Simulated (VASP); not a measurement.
A run of VASP 6.6.1:

Contents of INCAR:

```
PREC = Accurate ; ENCUT = 520
EDIFF = 1E-6 ; ISMEAR = -1
SIGMA = 0.05 ; LREAL = False
LASPH = True ; NELM = 80
ALGO = Normal ; ISIF = 2
LWAVE = False ; LCHARG = False
GGA = PE ; NBANDS = 18
```

Contents of KPOINTS:

```
Automatic mesh
0
Gamma
  8 8 5
```

Contents of POSCAR:

```
HfTa
1.0
    1.7127470000     -2.3996010000      0.0000000000
    1.7127470000      2.3996010000      0.0000000000
    0.0000000000      0.0000000000      5.0414572000
Ta Hf
1 1
Direct
    0.5000000000      0.5000000000      0.5000000000
    0.0000000000      0.0000000000      0.0000000000
```

Potentials or basis: VASP PAW PBE potentials, release 64 (Ta_pv, Hf_pv).

Launch:

```console
$ cat potpaw_PBE.64/Ta_pv/POTCAR potpaw_PBE.64/Hf_pv/POTCAR > POTCAR
$ mpirun -np 1 vasp_std > vasp.out
```

Hardware: 1 thread of AMD EPYC 7R13, on a shared host.

Estimate the wall time of this run.

It took 60 s on 1 thread of AMD EPYC 7R13, with other jobs on the host, peak memory 0.16 GiB. Counts: scf iterations 13, k points 63.
